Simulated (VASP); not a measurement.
Input of a VASP 6.6.1 run:

File POSCAR:

```
BiTe
1.0
    0.0000000000      3.2588894500      3.2588894500
    3.2588894500      0.0000000000      3.2588894500
    3.2588894500      3.2588894500      0.0000000000
Bi Te
1 1
Direct
    0.0000000000      0.0000000000      0.0000000000
    0.5000000000      0.5000000000      0.5000000000
```

Contents of INCAR.step1:

```
PREC = Accurate ; ENCUT = 520
ISMEAR = -1 ; SIGMA = 0.1
LREAL = F ; LASPH = T
NELM = 80 ; GGA = PE
ALGO = Normal ; EDIFF = 1E-4
LWAVE = T ; LCHARG = F
```

Contents of INCAR.step2:

```
PREC = Accurate ; ENCUT = 520
EDIFF = 1E-6 ; ISMEAR = -1
SIGMA = 0.1 ; LREAL = F
LASPH = T ; NELM = 80
ALGO = Normal ; ISIF = 2
LWAVE = F ; LCHARG = F
METAGGA = R2SCAN ; LMIXTAU = T
IBRION = 2 ; NSW = 50
EDIFFG = -0.01 ; ISTART = 1
```

The input KPOINTS:

```
regular mesh
0
Gamma
  9 9 9
```

Potentials or basis: VASP PAW PBE potentials, release 64 (Bi_d, Te).

Run with:

```bash
$ cat potpaw_PBE.64/Bi_d/POTCAR potpaw_PBE.64/Te/POTCAR > POTCAR
$ cp INCAR.step1 INCAR
$ mpirun -np 1 vasp_std > vasp.out
$ cp INCAR.step2 INCAR
$ mpirun -np 1 vasp_std > vasp.out
```

(1) What does it give for the band gap on the k mesh?

Answers

(1) zero (an odd number of electrons rules out a gap without spin polarisation).

Caveat: the relaxation stopped at its first step, so nothing moved; spin-orbit coupling is left out, which moves the levels of the heavy elements.
